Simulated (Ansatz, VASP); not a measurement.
# LiBeS3 in VASP and in Ansatz

```
CELL_PARAMETERS angstrom
3.60462 0.00000 0.00000
0.00000 3.60462 0.00000
0.00000 0.00000 7.30226
ATOMIC_POSITIONS crystal
Li 0.50000 0.50000 0.65982
Be 0.00000 0.00000 0.95907
S 0.50000 0.00000 0.14843
S 0.00000 0.50000 0.14843
S 0.00000 0.00000 0.69245
```

Change from the starting cell: species swapped into the LaSiPt3 type (P4mm, No. 99).

Alike in both runs: functional PBE; k mesh 4 × 4 × 4; occupations gaussian, width 0.1 eV; no spin polarisation.

Ansatz relaxed the structure, and its values are those at the end. VASP's run is a single point on that final structure, the one shown.

|  | VASP | Ansatz |
| --- | --- | --- |
| version | VASP 6.6.1 | Ansatz 0.2.0 |
| potentials or method | VASP PAW PBE potentials, release 64 (Li_sv, Be, S), cutoff 520 eV | scalar-relativistic, plane waves, PAW |
| valence electrons in the cell | 23 | 23 |

|  | VASP | Ansatz | Ansatz less VASP |
| --- | --- | --- | --- |
| gap on the k mesh at the Fermi level (eV) | none | none | - |
| rms of the force components (eV/Å) | 0.008 | 0.008 | +0.0002 |

A gap of «none» marks a metal or a gap that the smearing closes.

The k mesh is coarse, so the values compare programs but aren't converged. Noted on VASP's run: the cutoff is short for stress, so the pressure is rough.
